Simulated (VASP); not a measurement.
Input of a VASP 6.6.1 run:

File INCAR:

```
SYSTEM = HfB2
PREC = Accurate ; ENCUT = 520
EDIFF = 1E-7 ; ISMEAR = 1
SIGMA = 0.15 ; LREAL = .FALSE.
LASPH = .TRUE. ; NELM = 60
ALGO = Normal ; ISIF = 2
LWAVE = .FALSE. ; LCHARG = .TRUE.
GGA = PE ; LELF = .TRUE.
LVHAR = .TRUE. ; NBANDS = 15
```

KPOINTS

```
regular mesh
0
G
  12 12 10
  0 0 0
```

Contents of POSCAR:

```
HfB2
1.0
    3.1400000000      0.0000000000      0.0000000000
   -1.5700000000      2.7193197700      0.0000000000
    0.0000000000      0.0000000000      3.4800000000
Hf B
1 2
Direct
    0.0000000000      0.0000000000      0.0000000000
    0.3333333300      0.6666666700      0.5000000000
    0.6666666700      0.3333333300      0.5000000000
```

Potentials or basis: VASP PAW PBE potentials, release 64 (Hf_pv, B).

Launch:

```sh
$ cat potpaw_PBE.64/Hf_pv/POTCAR potpaw_PBE.64/B/POTCAR > POTCAR
$ mpirun -np 1 vasp_std > vasp.out
```

Q: Predict the band gap on the k mesh.

A: Zero (bands 8 and 9 overlap by 1.31 eV).

Q: What does it give for the pressure?

A: 1.0 GPa.

Stress tensor (GPa, compression positive):
```
0.86 0.00 0.00
0.00 0.86 0.00
0.00 0.00 1.20
```

Caveat: spin-orbit coupling is left out, which moves the levels of the heavy elements.
